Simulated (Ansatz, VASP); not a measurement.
Ga: VASP beside Ansatz

```
Ga
1.0
     2.89402    0.00000    0.00000
    -1.44701    2.50630    0.00000
     0.00000    0.00000    4.56897
Ga
2
Direct
  0.33333 0.66667 0.25000
  0.66667 0.33333 0.75000
```

Alike in both runs: task single point; functional LDA; k mesh 14 × 14 × 8; occupations fermi-dirac, width 0.1 eV; no spin polarisation.

|  | VASP | Ansatz |
| --- | --- | --- |
| version | VASP 6.6.1 | Ansatz 0.2.0 |
| potentials or method | VASP PAW LDA potentials, release 64 (Ga_d), cutoff 520 eV | plane waves (420 eV) with PAW, scalar-relativistic |
| valence electrons in the cell | 26 | 26 |

|  | VASP | Ansatz | Ansatz less VASP |
| --- | --- | --- | --- |
| pressure (GPa) | 3.2 | 3.1 | -0.08 |
| traceless stress, the component that is largest in VASP (GPa) | 0.33 | 0.31 | -0.013 |

Ansatz warns that its potentials were made for another functional, while VASP's fit it. LDA's correlation is that of Perdew and Zunger in VASP and of Perdew and Wang (1992) in Ansatz.
